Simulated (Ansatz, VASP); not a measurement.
SnO2: VASP beside Ansatz

```
CELL_PARAMETERS angstrom
1.61978 0.93518 4.80858
-1.61978 0.93518 4.80858
0.00000 -1.87037 4.80858
ATOMIC_POSITIONS crystal
Sn 0.50942 0.47558 0.50489
O 0.30169 0.20387 0.19316
O 0.84495 0.69050 0.77004
```

Alike in both runs: task single point; functional LDA; k mesh 6 × 6 × 6; no spin polarisation.

```csv
,VASP,Ansatz
version,VASP 6.6.1,Ansatz 0.2.0
potentials or method,"VASP PAW LDA potentials, release 64 (Sn_d, O), cutoff 520 eV","plane waves, PAW"
occupations,"gaussian, width 0.01 eV",fixed
valence electrons in the cell,26,26
```

|  | VASP | Ansatz | Ansatz less VASP |
| --- | --- | --- | --- |
| pressure (GPa) | 0.7 | -0.1 | -0.82 |
| traceless stress, the component that is largest in VASP (GPa) | 7.75 | 7.64 | -0.108 |
| rms of the force components (eV/Å) | 1.553 | 1.510 | -0.0427 |

LDA's correlation is that of Perdew and Zunger in VASP and of Perdew and Wang (1992) in Ansatz. Atom by atom the forces differ by 0.052 eV/Å (rms over components). Ansatz's warnings: stress scf threshold loose.
